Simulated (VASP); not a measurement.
Fe, 2 atoms in the cell. The structure is cubic, space group Im-3m (No. 229). The conventional cell has a = 2.917 Å, b = 2.917 Å, c = 2.917 Å, α = 90.00°, β = 90.00°, γ = 90.00°. Within 3.3 Å of Fe (site symmetry m-3m) lie 14 Fe at 2.53 to 2.92 Å.  This cell differs from its parent crystal: equal strain along all axes, cell held: +3.0 %.

* Program: VASP 6.6.1
* Task: single point
* Functional: PBE
* Potentials or basis: VASP PAW PBE potentials, release 64 (Fe)
* Cutoff: 520 eV
* k mesh: 14 × 14 × 14
* Occupations: gaussian, width 0.1 eV
* Spin: collinear spin, ferromagnetic start
* Starting moments: [2.44, 2.44] μB
* Dipole correction: no
* Further INCAR settings: ALGO = Fast; EDIFF = 1e-06; NBANDS = 19

Potentials or basis: VASP PAW PBE potentials, release 64 (Fe).

Run with:

```console
$ cat potpaw_PBE.64/Fe/POTCAR > POTCAR
$ mpirun -np 1 vasp_std > vasp.out
```

Hardware: 1 thread of Intel(R) Xeon(R) Platinum 8488C (Sapphire Rapids), on a shared host.

Q: How long does it take, and how much memory?

A: Run time: 57 s on 1 thread of Intel(R) Xeon(R) Platinum 8488C (Sapphire Rapids) (shared host), peak memory 0.2 GiB. Counts: scf iterations 15, k points 120.
